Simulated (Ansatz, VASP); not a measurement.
**One calculation of AlPd4, two programs**

```
Al Pd
1.0
     3.76585    0.00000    0.00000
     0.00000    3.76585    0.00000
     0.00000    0.00000    3.76585
Al Pd
1 4
Direct
  0.00000 0.00000 0.00000
  0.67003 0.67003 0.67003
  0.32997 0.32997 0.67003
  0.32997 0.67003 0.32997
  0.67003 0.32997 0.32997
```

Alike in both runs: task single point; functional PBE; k mesh 4 × 4 × 4; occupations gaussian, width 0.1 eV; no spin polarisation.

|  | VASP | Ansatz |
| --- | --- | --- |
| version | VASP 6.6.1 | Ansatz 0.2.0 |
| potentials or method | VASP PAW PBE potentials, release 64 (Al, Pd_sv_GW), cutoff 630 eV | scalar-relativistic, plane waves, PAW |
| valence electrons in the cell | 75 | 75 |

|  | VASP | Ansatz | Ansatz less VASP |
| --- | --- | --- | --- |
| gap on the k mesh at the Fermi level (eV) | none | none | - |
| rms of the force components (eV/Å) | 39.726 | 38.972 | -0.7541 |

Atom by atom the forces differ by 0.754 eV/Å (rms over components). A gap of «none» marks a metal or a gap that the smearing closes.

The k mesh is coarse, so the values compare programs but aren't converged.
